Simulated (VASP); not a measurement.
Here is a VASP 6.6.1 calculation.

INCAR

```
ALGO = Normal ; EDIFF = 1E-6
ENCUT = 520 ; GGA = PE
GGA_COMPAT = False ; ISIF = 2
ISMEAR = -1 ; LASPH = True
LCHARG = False ; LMAXMIX = 6
LORBIT = 11 ; LORBMOM = True
LREAL = False ; LSORBIT = True
LWAVE = False ; MAGMOM = 0 0 0
NBANDS = 22 ; NELM = 150
PREC = Accurate ; SIGMA = 0.05
```

Contents of KPOINTS:

```
k-points
0
Gamma
  12 12 12
```

Contents of POSCAR:

```
La
1.0
    0.0000000000      2.6480000000      2.6480000000
    2.6480000000      0.0000000000      2.6480000000
    2.6480000000      2.6480000000      0.0000000000
La
1
Direct
    0.0000000000      0.0000000000      0.0000000000
```

Potentials or basis: VASP PAW PBE potentials, release 64 (La).

The run is started by

```console
$ cat potpaw_PBE.64/La/POTCAR > POTCAR
$ mpirun -np 1 vasp_ncl > vasp.out
```

Q: Predict the pressure.

A: -0.3 GPa.

Q: Estimate the net moment.

A: 0.00 μB per cell.

Moments on the atoms (μB; x, y, z):
```
La  0.00 0.00 0.00
```
